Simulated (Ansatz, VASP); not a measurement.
This is a calculation of Pb for Ansatz 0.2.0.

The input input.yaml:

```yaml
crystal:
  lattice:
    - [-2.0057107064, 2.0057107064, 2.0057107064]
    - [2.0057107064, -2.0057107064, 2.0057107064]
    - [2.0057107064, 2.0057107064, -2.0057107064]
  atoms:
    - { symbol: Pb, position: [0.0, 0.0, 0.0] }
hamiltonian:
  xc: pbesol
  pseudopotentials: { kind: paw }
kpoints:
  mp_grid: { grid: [9, 9, 9] }
scf:
  occupations: { method: fermi_dirac, width: 0.05 }
output:
  forces: true
  stress: true
  eigenvalues: true
```

Potentials or basis: Ansatz PAW.

Command:

```bash
$ ansatz run input.yaml --threads 2 --pin off --max-ram 5632MiB --backend cpu --events-out ev --progress --plain --runs-dir out
```

Problem. Translate it to VASP 6.6.1. Potentials there: VASP PAW PBE potentials, release 64 (Pb_d).

Solution. As run (the cutoff follows the program's own potentials):

The input INCAR:

```
SYSTEM = Pb
PREC     = Accurate       ! precision mode
ENCUT    = 520            ! plane-wave cutoff, eV
EDIFF    = 1E-6           ! SCF threshold, eV
ISMEAR   = -1             ! smearing method
SIGMA    = 0.05           ! smearing width, eV
LREAL    = .FALSE.        ! projectors in reciprocal space
LASPH    = .TRUE.         ! aspherical terms in the spheres
NELM     = 100            ! most SCF steps
ALGO     = Normal         ! electronic algorithm
ISIF     = 2              ! what is computed and relaxed
LWAVE    = .FALSE.        ! write WAVECAR
LCHARG   = .FALSE.        ! write CHGCAR
GGA      = PS             ! functional
NBANDS   = 13             ! bands
```

KPOINTS

```
regular mesh
0
G
  9 9 9
  0 0 0
```

File POSCAR:

```
Pb
1.0
   -2.0057107064      2.0057107064      2.0057107064
    2.0057107064     -2.0057107064      2.0057107064
    2.0057107064      2.0057107064     -2.0057107064
Pb
1
Direct
    0.0000000000      0.0000000000      0.0000000000
```

Potentials or basis: VASP PAW PBE potentials, release 64 (Pb_d).

Run with:

```sh
$ cat potpaw_PBE.64/Pb_d/POTCAR > POTCAR
$ mpirun -np 1 vasp_std > vasp.out
```

Both were run:

|  | VASP | Ansatz | Ansatz less VASP |
| --- | --- | --- | --- |
| gap on the k mesh at the Fermi level (eV) | none | none | - |
| pressure (GPa) | -3.3 | -3.2 | +0.06 |

VASP's potentials were made for PBE, not for PBEsol. A gap of «none» marks a metal or a gap that the smearing closes. With one functional, cell and mesh, what is left measures potentials, basis and numerics.

Neither program's run includes spin-orbit coupling.
